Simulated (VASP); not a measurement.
# Ge (Imma) in VASP: single point with PBEsol

Aim: the single point of Ge with PBEsol.

Everything below comes from runs of VASP 6.6.1. Logs are shortened: lines on timing, memory, paths and dates and some standing lists are left out, and cuts for length are marked.

## Step 1: The cell of the first run

The typed cell holds 2 atoms: a = 3.954 Å, b = 3.954 Å, c = 3.954 Å, α = 96.38°, β = 96.44°, γ = 140.96°.

## Step 2: Single point, PBEsol

File INCAR:

```
SYSTEM = Ge
PREC = Accurate
ENCUT = 520
EDIFF = 1E-7
ISMEAR = 0
SIGMA = 0.15
LREAL = .False.
LASPH = .True.
NELM = 60
ALGO = Fast
ISIF = 2
LWAVE = .False.
LCHARG = .False.
GGA = PS
NBANDS = 21
```

File KPOINTS:

```
regular mesh
0
Gamma
  26 26 26
  0 0 0
```

File POSCAR:

```
Ge
1.0
   -2.6360198437      2.6343219704      1.3212728648
    2.6360198437     -2.6343219704      1.3212728648
    2.6360198437      2.6343219704     -1.3212728648
Ge
2
Direct
    0.1246462076      0.8746462076      0.2500000000
    0.8753537924      0.1253537924      0.7500000000
```

Potentials or basis: VASP PAW PBE potentials, release 64 (Ge_d).

The run is started by

```bash
> cat potpaw_PBE.64/Ge_d/POTCAR > POTCAR
> mpirun -np 1 vasp_std > vasp.out
```

OUTCAR:

```text
SYSTEM = Ge
   PREC = Accurate
   ENCUT = 520
   EDIFF = 1E-7
   ISMEAR = 0
   LREAL = .False.
   LASPH = .True.
   NELM = 60
   ISIF = 2
   GGA = PS

 ion  position               nearest neighbor table
   1  0.125  0.875  0.250-   2 2.72   2 2.72   2 2.72   2 2.72
   2  0.875  0.125  0.750-   1 2.72   1 2.72   1 2.72   1 2.72

  LATTYP: Found a body centered orthorhombic cell.
 ALAT       =     2.6425457296
 B/A-ratio  =     1.9937758813
 C/A-ratio  =     1.9950609098

  Lattice vectors:

 A1 = (  -2.6360198437,   2.6343219704,  -1.3212728648)
 A2 = (  -2.6360198437,  -2.6343219704,   1.3212728648)
 A3 = (   2.6360198437,   2.6343219704,   1.3212728648)

Analysis of symmetry for initial positions (statically):
=====================================================================
 Subroutine PRICEL returns:
 Original cell was already a primitive cell.

 Routine SETGRP: Setting up the symmetry group for a
 body centered orthorhombic supercell.

 Subroutine GETGRP returns: Found  8 space group operations
 (whereof  4 operations were pure point group operations)
 out of a pool of  8 trial point group operations.

The static configuration has the point symmetry C_2h.
 The point group associated with its full space group is D_2h.

Analysis of symmetry for dynamics (positions and initial velocities):
=====================================================================
 Subroutine PRICEL returns:
 Original cell was already a primitive cell.

 Routine SETGRP: Setting up the symmetry group for a
 body centered orthorhombic supercell.

 Subroutine GETGRP returns: Found  8 space group operations
 (whereof  4 operations were pure point group operations)
 out of a pool of  8 trial point group operations.

The dynamic configuration has the point symmetry C_2h.
 The point group associated with its full space group is D_2h.

 Subroutine INISYM returns: Found  8 space group operations
 (whereof  4 operations are pure point group operations),
 and found     1 'primitive' translations

----------------------------------------------------------------------------------------

                                     Primitive cell

  volume of cell :      36.7003

  direct lattice vectors                    reciprocal lattice vectors
    -2.636019844  2.634321970  1.321272865     0.000000000  0.189802160  0.378422969
     2.636019844 -2.634321970  1.321272865     0.189679907  0.000000000  0.378422969
     2.636019844  2.634321970 -1.321272865     0.189679907  0.189802160  0.000000000

  length of vectors
     3.953987208  3.953987208  3.953987208     0.423354229  0.423299434  0.268334357

  position of ions in fractional coordinates (direct lattice)
     0.124646208  0.874646208  0.250000000
     0.875353792  0.125353792  0.750000000

  ion indices of the primitive-cell ions
   primitive index   ion index
                 1           1
                 2           2

----------------------------------------------------------------------------------------

 KPOINTS: regular mesh

Automatic generation of k-mesh.
 Grid dimensions read from file:
 generate k-points for:   26   26   26

 Generating k-lattice:

  Cartesian coordinates                     Fractional coordinates (reciprocal lattice)
     0.000000000  0.007300083  0.014554730     0.038461538 -0.000000000  0.000000000
     0.007295381  0.000000000  0.014554730    -0.000000000  0.038461538  0.000000000
     0.007295381  0.007300083  0.000000000     0.000000000  0.000000000  0.038461538

  Length of vectors
     0.016282855  0.016280747  0.010320552

  Shift w.r.t. Gamma in fractional coordinates (k-lattice)
     0.000000000  0.000000000  0.000000000

 Subroutine IBZKPT returns following result:
 ===========================================

 Found   2471 irreducible k-points:

 Following reciprocal coordinates:
            Coordinates               Weight
  0.000000  0.000000  0.000000      1.000000
  0.038462  0.000000  0.000000      4.000000
  0.076923  0.000000  0.000000      4.000000
  0.115385  0.000000 -0.000000      4.000000
  0.153846  0.000000  0.000000      4.000000
  0.192308  0.000000  0.000000      4.000000
[... 16 lines left out ...]
  0.307692  0.038462 -0.000000      8.000000
  0.346154  0.038462 -0.000000      8.000000
 [... further k-points ...]
   k-points           NKPTS =   2471   k-points in BZ     NKDIM =   2471   number of bands    NBANDS=     21
   number of dos      NEDOS =    301   number of ions     NIONS =      2
   total plane-waves  NPLWV =  27000
   dimension x,y,z NGX =    30 NGY =   30 NGZ =   30
   dimension x,y,z NGXF=    60 NGYF=   60 NGZF=   60
   ions per type =               2
   NGX,Y,Z   is equivalent  to a cutoff of  12.61, 12.61, 12.61 a.u.
   NGXF,Y,Z  is equivalent  to a cutoff of  25.23, 25.23, 25.23 a.u.
 SYSTEM =  Ge
   PREC   = accura    normal or accurate (medium, high low for compatibility)
   ISTART =      0    job   : 0-new  1-cont  2-samecut
   ICHARG =      2    charge: 1-file 2-atom 10-const
   ISPIN  =      1    spin polarized calculation?
   LNONCOLLINEAR =      F non collinear calculations
   LSORBIT =      F    spin-orbit coupling
   LASPH  =      T    aspherical Exc in radial PAW
   ENCUT  =  520.0 eV  38.22 Ry    6.18 a.u.   7.35  7.35  7.35*2*pi/ulx,y,z
   NELM   =     60;   NELMIN=  2; NELMDL= -5     # of ELM steps
   EDIFF  = 0.1E-06   stopping-criterion for ELM
   LREAL  =      F    real-space projection
   EDIFFG = 0.1E-05   stopping-criterion for IOM
   NSW    =      0    number of steps for IOM
   IBRION =     -1    ionic relax: 0-MD 1-quasi-New 2-CG
   NFREE  =      0    steps in history (QN), initial steepest desc. (CG)
   ISIF   =      2    stress and relaxation
   ISYM   =      2    0-nonsym 1-usesym 2-fastsym
   POTIM  = 0.5000    time-step for ionic-motion
   TEBEG  =    0.0;   TEEND  =   0.0 temperature during run
   PSTRESS=    0.0 pullay stress
   NELECT =      28.0000    total number of electrons
   NUPDOWN=      -1.0000    fix difference up-down
   EMIN   =  10.00;   EMAX   =-10.00  energy-range for DOS
   EFERMI =   0.00;   METHOD = LEGACY
   ISMEAR =     0;   SIGMA  =   0.15  broadening in eV -4-tet -1-fermi 0-gaus
   EFERMI_NEDOS =   21; number of points for ismear=-14 and -15
   IALGO  =     68    algorithm
   IMIX   =      4    mixing-type and parameters
     AMIX     =   0.40;   BMIX     =  1.00
     AMIX_MAG =   1.60;   BMIX_MAG =  1.00
  volume/ion in A,a.u.               =      18.35       123.83
  Fermi-wavevector in a.u.,A,eV,Ry     =   1.495906  2.826852 30.446210  2.237733
  Thomas-Fermi vector in A             =   2.607990
   LORBIT       =      0    0 simple, 1 ext, 2 COOP (PROOUT), +10 PAW based schemes
   GGA     = PS    functional components
   LHFCALC =     F    Hartree Fock is set to
   AEXX    =    0.0000 exact exchange contribution
   IVDW    =     0    specifies the selected vdW correction
   LEPSILON=     F    determine dielectric tensor
   LRPA    =     F    only Hartree local field effects (RPA)
 non-spin polarized calculation
 RMM-DIIS sequential band-by-band and
 Gauss-broadening in eV      SIGMA  =   0.15
  energy-cutoff  :      520.00
  volume of cell :       36.70
 maximum number of plane-waves:      1017
 NGX is ok and might be reduce to    30
   NGX = 15   NGY = 15   NGZ = 15

 number of electron      27.9999989 magnetization

 Free energy of the ion-electron system (eV)
  ---------------------------------------------------
  ext. energy  EPLUGINS =         0.00000000
  ---------------------------------------------------
  free energy    TOTEN  =        -9.48502563 eV

  energy without entropy =       -9.47575099  energy(sigma->0) =       -9.48038831

 E-fermi :   6.7394     XC(G=0): -11.5118

 val. band max:        6.7393281462   @ k =   0.0769   0.2308   0.0000
 cond. band min:       6.7432590286   @ k =   0.2308   0.0769   0.0000
 fundamental gap:      0.0039308824
 Fermi energy:         6.7394241398

 k-point     1 :       0.0000    0.0000    0.0000
  band No.  band energies     occupation
      1     -17.9316      2.00000
      2     -17.9133      2.00000
      3     -17.9030      2.00000
      4     -17.8432      2.00000
      5     -17.7184      2.00000
      6     -17.7179      2.00000
[... 13 lines left out ...]
     20      17.7190      0.00000
     21      18.4608      0.00000

 k-point     2 :       0.0385    0.0000    0.0000
  band No.  band energies     occupation
      1     -17.9281      2.00000
      2     -17.9137      2.00000
      3     -17.8978      2.00000
      4     -17.8424      2.00000
      5     -17.7214      2.00000
      6     -17.7212      2.00000
[... 13 lines left out ...]
     20      17.6298      0.00000
     21      18.6977      0.00000

 k-point     3 :       0.0769    0.0000    0.0000
  band No.  band energies     occupation
      1     -17.9177      2.00000
      2     -17.9126      2.00000
      3     -17.8850      2.00000
      4     -17.8400      2.00000
      5     -17.7281      2.00000
      6     -17.7279      2.00000
[... 13 lines left out ...]
     20      17.6936      0.00000
     21      19.1308      0.00000

 k-point     4 :       0.1154    0.0000   -0.0000
  band No.  band energies     occupation
      1     -17.9093      2.00000
      2     -17.9011      2.00000
      3     -17.8663      2.00000
      4     -17.8361      2.00000
      5     -17.7376      2.00000
      6     -17.7360      2.00000
[... 13 lines left out ...]
     20      17.8809      0.00000
     21      19.1820      0.00000

 k-point     5 :       0.1538    0.0000    0.0000
  band No.  band energies     occupation
      1     -17.9040      2.00000
      2     -17.8798      2.00000
      3     -17.8430      2.00000
      4     -17.8311      2.00000
      5     -17.7491      2.00000
      6     -17.7448      2.00000
[... 13 lines left out ...]
     20      17.7676      0.00000
     21      18.0906      0.00000

 k-point     6 :       0.1923    0.0000    0.0000
  band No.  band energies     occupation
      1     -17.8976      2.00000
      2     -17.8556      2.00000
      3     -17.8252      2.00000
      4     -17.8177      2.00000
      5     -17.7619      2.00000
      6     -17.7523      2.00000
[... 13 lines left out ...]
     20      17.1083      0.00000
     21      17.2911      0.00000

 k-point     7 :       0.2308    0.0000   -0.0000
  band No.  band energies     occupation
      1     -17.8907      2.00000
      2     -17.8318      2.00000
      3     -17.8191      2.00000
      4     -17.7959      2.00000
      5     -17.7749      2.00000
      6     -17.7558      2.00000
[... 13 lines left out ...]
     20      16.3877      0.00000
     21      16.9022      0.00000
[... 291 lines left out ...]
      1     -17.8935      2.00000
      2     -17.8309      2.00000
      3     -17.8212      2.00000
      4     -17.7923      2.00000
      5     -17.7749      2.00000
      6     -17.7604      2.00000
[... 13 lines left out ...]
     20      16.1428      0.00000
     21      16.7325      0.00000

 k-point    21 :       0.2308    0.0385    0.0000
  band No.  band energies     occupation
      1     -17.8870      2.00000
      2     -17.8161      2.00000
      3     -17.8135      2.00000
      4     -17.7871      2.00000
      5     -17.7828      2.00000
      6     -17.7588      2.00000
[... 13 lines left out ...]
     20      15.5035      0.00000
     21      16.7070      0.00000

 k-point    22 :       0.2692    0.0385    0.0000
  band No.  band energies     occupation
      1     -17.8817      2.00000
      2     -17.8160      2.00000
      3     -17.8080      2.00000
      4     -17.7927      2.00000
      5     -17.7890      2.00000
      6     -17.7627      2.00000
[... 13 lines left out ...]
     20      14.9838      0.00000
     21      16.9918      0.00000

 k-point    23 :       0.3077    0.0385   -0.0000
  band No.  band energies     occupation
      1     -17.8780      2.00000
      2     -17.8233      2.00000
      3     -17.8080      2.00000
      4     -17.7991      2.00000
      5     -17.7905      2.00000
      6     -17.7713      2.00000
[... 13 lines left out ...]
     20      14.6563      0.00000
     21      17.4571      0.00000

 k-point    24 :       0.3462    0.0385   -0.0000
  band No.  band energies     occupation
      1     -17.8760      2.00000
      2     -17.8320      2.00000
      3     -17.8155      2.00000
      4     -17.8018      2.00000
      5     -17.7852      2.00000
      6     -17.7786      2.00000
[... 13 lines left out ...]
     20      15.4739      0.00000
     21      18.0238      0.00000

 [... further k-points ...]

------------------------ aborting loop because EDIFF is reached ----------------------------------------

  FORCE on cell =-STRESS in cart. coord.  units (eV):
  Direction    XX          YY          ZZ          XY          YZ          ZX
  --------------------------------------------------------------------------------------
  -------------------------------------------------------------------------------------
  Total       -0.5132506     -0.4965014      1.4742521      0.0000000      0.0000000      0.0000000
  in kB      -22.4062944    -21.6750946     64.3594456      0.0000000      0.0000000      0.0000000
  external PRESSURE =       6.7593522 kB  Pullay stress =       0.0000000 kB

 VOLUME and BASIS-vectors are now :
 -----------------------------------------------------------------------------
  energy-cutoff  :      520.00
  volume of cell :       36.70
      direct lattice vectors                 reciprocal lattice vectors
    -2.636019844  2.634321970  1.321272865     0.000000000  0.189802160  0.378422969
     2.636019844 -2.634321970  1.321272865     0.189679907  0.000000000  0.378422969
     2.636019844  2.634321970 -1.321272865     0.189679907  0.189802160  0.000000000

 POSITION                                       TOTAL-FORCE (eV/Angst)
 -----------------------------------------------------------------------------------
      2.63602     -1.31716      0.99002         0.000000      0.000000      0.000114
      0.00000      3.95148      0.33125        -0.000000     -0.000000     -0.000114
 -----------------------------------------------------------------------------------
    total drift:                                0.000000      0.000000     -0.000000

  FREE ENERGIE OF THE ION-ELECTRON SYSTEM (eV)
  ---------------------------------------------------
  free  energy   TOTEN  =        -9.4850256302 eV

  energy  without entropy=       -9.4757509925  energy(sigma->0) =       -9.48038831
```

Run time: 43 min. Hardware: 1 thread of Oxide Virtual Turin-like, shared host; peak memory 1.4 GiB.

Results:

| Property | Result |
| --- | --- |
| Free energy | -9.4850 eV |
| Pressure | 0.7 GPa |
| Band gap on the k mesh | zero (bands 14 and 15 overlap by 4.93 eV) |

Stress tensor (GPa, compression positive):
```
-2.24  0.00  0.00
 0.00 -2.17  0.00
 0.00  0.00  6.44
```

Caveat: the stress differs along the axes, from -2 to 6 GPa; the PAW data sets were made with another functional, which shifts forces and pressure a little.
